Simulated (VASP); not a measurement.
ZnInO: relaxation of cell and atoms with PBE

The system is ZnInO.

```xyz
6
Lattice="3.8698 0.0000 0.0000 0.0000 3.8698 0.0000 0.0000 0.0000 7.3385" Properties=species:S:1:pos:R:3 pbc="T T T"
Zn    0.0000    0.0000    0.0000
Zn    1.9349    1.9349    0.0000
In    0.0000    1.9349    2.5544
In    1.9349    0.0000    4.7841
O     0.0000    1.9349    5.5673
O     1.9349    0.0000    1.7712
```

The cell was generated, and may not be a known phase.

| Property | Result |
| --- | --- |
| Program | VASP 6.6.1 |
| Task | relaxation of cell and atoms |
| Functional | PBE |
| Potentials or basis | VASP PAW PBE potentials, release 64 (Zn, In_d, O) |
| Cutoff | 600 eV |
| k mesh | 4 × 4 × 4 |
| Occupations | gaussian, width 0.1 eV |
| Spin | no spin polarisation |
| Dipole correction | no |
| Further INCAR settings | ALGO = Normal; EDIFF = 1e-06; IBRION = 2; EDIFFG = -0.04; NSW = 90; ISIF = 3 |

```
Relaxed volume                        : 20.98 Å³/atom
Relaxed cell                          : a = 3.860 Å, b = 3.860 Å, c = 8.448 Å, α = 90.00°, β = 90.00°, γ = 90.00°
Space group after relaxing (to 0.1 Å) : P4/nmm (No. 129)
Energy gained by relaxing             : 419.6 meV/atom
Ionic steps                           : 19
Pressure after relaxing               : 0.0 GPa
Largest force after relaxing          : 0.039 eV/Å
Band gap on the k mesh                : zero (bands 31 and 32 overlap by 1.81 eV)
```

Forces in eV/Å, atoms in the order of the input:
```
Zn   0.000  0.000  0.000
Zn   0.000  0.000  0.000
In   0.000  0.000 -0.022
In   0.000  0.000  0.022
O    0.000  0.000 -0.039
O    0.000  0.000  0.039
```

Stress tensor (GPa, compression positive):
```
-0.09  0.00  0.00
 0.00 -0.09  0.00
 0.00  0.00  0.12
```

The path:
```
step  energy change (eV)  largest force (eV/Å)  pressure (GPa)  volume (Å³)
   1              0.0000                0.9434           -6.87       109.90
   2             -0.3715                0.9960           -0.50        97.87
   3             -0.3859                0.9842            1.73        94.69
   4             -0.5199                1.1022            2.28        94.44
   5             -0.9612                1.2086            4.25        93.66
   6             -1.5705                0.3239           11.70        92.07
   7             -1.6237                0.2687           11.45        92.67
   8             -1.7633                0.1641           10.83        94.48
   9             -1.9591                0.2684           10.18        98.18
  10             -2.1353                0.7122            9.26       105.85
  11             -2.3309                0.3693            5.53       109.62
  12             -2.4578                0.0661            0.97       115.63
  13             -2.4608                0.1309            0.31       116.69
  14             -2.4608                0.1441            0.18       116.91
  15             -2.4628                0.1398            0.13       117.11
  16             -2.4687                0.1293            0.17       117.70
  17             -2.4802                0.1088            0.10       118.87
  18             -2.5000                0.0812            0.04       121.21
  19             -2.5176                0.0390           -0.02       125.86
```

Final structure:
```
CELL_PARAMETERS angstrom
3.85990 0.00000 0.00000
0.00000 3.85990 0.00000
0.00000 0.00000 8.44768
ATOMIC_POSITIONS crystal
Zn 0.00000 0.00000 0.00000
Zn 0.50000 0.50000 0.00000
In 0.00000 0.50000 0.37593
In 0.50000 0.00000 0.62407
O 0.00000 0.50000 0.92557
O 0.50000 0.00000 0.07443
```

Levels at points of the mesh, in eV from the Fermi level:
| k point | band 27 | band 28 | band 29 | band 30 | band 31 | band 32 | band 33 | band 34 | band 35 | band 36 |
| --- | --- | --- | --- | --- | --- | --- | --- | --- | --- | --- |
| (0.00, 0.00, 0.00) | -3.52 | -2.73 | -2.73 | -1.98 | -0.91 | 3.15 | 3.15 | 3.34 | 3.54 | 3.62 |
| (0.50, 0.00, 0.00) | -3.47 | -3.47 | -2.49 | -2.49 | -0.34 | -0.34 | 2.56 | 2.56 | 4.75 | 5.35 |
| (0.50, 0.50, 0.00) | -2.91 | -2.91 | -2.51 | -2.51 | -0.92 | -0.92 | 2.21 | 2.21 | 2.24 | 2.24 |
| (0.00, 0.00, 0.50) | -3.40 | -2.99 | -2.73 | -2.73 | 0.88 | 0.95 | 3.12 | 3.12 | 3.35 | 4.93 |
| (0.50, 0.00, 0.50) | -3.47 | -3.47 | -2.52 | -2.52 | -0.35 | -0.35 | 2.60 | 2.60 | 4.31 | 4.31 |
| (0.50, 0.50, 0.50) | -2.77 | -2.77 | -2.58 | -2.58 | -0.86 | -0.86 | 1.89 | 1.89 | 2.44 | 2.44 |

It took 9.1 min on 1 thread of AMD EPYC 9R45 (Zen 5), with other jobs on the host, peak memory 0.26 GiB.

Caveat: the k points lie up to 0.41 Å⁻¹ apart in the final cell, too coarse for converged energies and pressures of a metal; a cell axis changed by over 15 % at a fixed basis, so the end point is rough; spin-orbit coupling is left out, which moves the levels of the heavy elements.
